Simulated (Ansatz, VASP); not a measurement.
# One calculation of Ta2C, two programs

Contents of INCAR:

```
SYSTEM = Ta2C
PREC = Accurate
ENCUT = 520
EDIFF = 1E-6
ISMEAR = 0
SIGMA = 0.15
LREAL = .FALSE.
LASPH = .TRUE.
NELM = 60
ALGO = Normal
ISIF = 2
LWAVE = .FALSE.
LCHARG = .FALSE.
GGA = PS
NBANDS = 20
```

KPOINTS

```
regular mesh
0
G
  18 18 10
  0 0 0
```

Contents of POSCAR:

```
Ta2C
1.0
    2.9405356692      0.0000000000      0.0000000000
   -1.4702678346      2.5465785903      0.0000000000
    0.0000000000      0.0000000000      5.0441072866
Ta C
2 1
Direct
    0.3333333333      0.6666666667      0.2528761934
    0.6666666667      0.3333333333      0.7471238066
    0.0000000000      0.0000000000      0.0000000000
```

Input for Ansatz:

```yaml
crystal:
  lattice:
    - [2.9405356692, 0.0, 0.0]
    - [-1.4702678346, 2.5465785903, 0.0]
    - [0.0, 0.0, 5.0441072866]
  atoms:
    - { symbol: Ta, position: [0.3333333333, 0.6666666667, 0.2528761934] }
    - { symbol: Ta, position: [0.6666666667, 0.3333333333, 0.7471238066] }
    - { symbol: C, position: [0.0, 0.0, 0.0] }
basis:
  ecutwfc: 420
kpoints:
  mp_grid: { grid: [18, 18, 10] }
hamiltonian:
  xc: pbesol
scf:
  occupations: { method: gaussian, width: 0.15 }
output:
  forces: true
  stress: true
  eigenvalues: true
```

Change from the starting cell: strain -0.050 along x and y, +0.025 along z, atoms carried along.

Alike in both runs: task single point; functional PBEsol; k mesh 18 × 18 × 10; occupations gaussian, width 0.15 eV; no spin polarisation.

```csv
,VASP,Ansatz
version,VASP 6.6.1,Ansatz 0.2.0
potentials or method,"VASP PAW PBE potentials, release 64 (Ta_pv, C), cutoff 520 eV","scalar-relativistic, plane waves, PAW"
valence electrons in the cell,26,30
```

```csv
,VASP,Ansatz,Ansatz less VASP
gap on the k mesh at the Fermi level (eV),none,none,-
pressure (GPa),27.4,26.6,-0.82
"traceless stress, the component that is largest in VASP (GPa)",-21.77,-21.76,+0.005
rms of the force components (eV/Å),0.290,0.261,-0.0286
```

VASP's potentials were made for PBE, not for PBEsol. Atom by atom the forces differ by 0.029 eV/Å (rms over components). A gap of «none» marks a metal or a gap that the smearing closes. With one functional, cell and mesh, what is left measures potentials, basis and numerics. VASP's potentials hold 26 valence electrons a cell and Ansatz's 30, so a difference there can come from the potentials and not from the codes.

Neither program's run includes spin-orbit coupling.
